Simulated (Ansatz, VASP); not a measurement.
# Mo in VASP and in Ansatz

```
CELL_PARAMETERS angstrom
4.62099 0.00000 0.00000
-2.31049 4.00189 0.00000
0.00000 0.00000 2.53295
ATOMIC_POSITIONS crystal
Mo 0.00000 0.00000 0.00000
Mo 0.33333 0.66667 0.50000
Mo 0.66667 0.33333 0.50000
```

Alike in both runs: functional PBEsol; k mesh 12 × 12 × 18; occupations gaussian, width 0.1 eV; no spin polarisation.

Ansatz relaxed the structure, and its values are those at the end. VASP's run is a single point on that final structure, the one shown.

|  | VASP | Ansatz |
| --- | --- | --- |
| version | VASP 6.6.1 | Ansatz 0.2.0 |
| potentials or method | VASP PAW PBE potentials, release 64 (Mo_sv), cutoff 520 eV | scalar-relativistic, plane waves, PAW |
| valence electrons in the cell | 42 | 42 |

```csv
,VASP,Ansatz,Ansatz less VASP
gap on the k mesh at the Fermi level (eV),none,none,-
pressure (GPa),0.5,0.0,-0.52
```

VASP's potentials were made for PBE, not for PBEsol. A gap of «none» marks a metal or a gap that the smearing closes. With one functional, cell and mesh, what is left measures potentials, basis and numerics.
